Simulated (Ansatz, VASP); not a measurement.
Zn2InO: VASP beside Ansatz

```xyz
4
Lattice="4.0748 0.0000 0.0000 0.0000 4.0748 0.0000 0.0000 0.0000 4.5109" Properties=species:S:1:pos:R:3 pbc="T T T"
Zn    0.0000    2.0374    2.2554
Zn    2.0374    0.0000    2.2554
In    0.0000    0.0000    0.0000
O     2.0374    2.0374    2.2554
```

Alike in both runs: task single point; functional PBE; k mesh 4 × 4 × 4; occupations gaussian, width 0.1 eV; collinear spin.

|  | VASP | Ansatz |
| --- | --- | --- |
| version | VASP 6.6.1 | Ansatz 0.2.0 |
| potentials or method | VASP PAW PBE potentials, release 64 (Zn, In_d, O), cutoff 520 eV | scalar-relativistic, plane waves, PAW |
| valence electrons in the cell | 43 | 43 |

Ansatz gave:

* gap on the k mesh at the Fermi level (eV): none
* pressure (GPa): 0.1
* traceless stress, the component that is largest in VASP (GPa): -0.77
* net moment per atom (μB): 0.00

What did VASP give for the same quantities?

gap on the k mesh at the Fermi level (eV): none; pressure (GPa): 0.4; traceless stress, the component that is largest in VASP (GPa): -1.08; net moment per atom (μB): 0.00.

A gap of «none» marks a metal or a gap that the smearing closes. With one functional, cell and mesh, what is left measures potentials, basis and numerics. Ansatz's warnings: seeded moment not kept.

The k mesh is coarse, so the values compare programs but aren't converged.
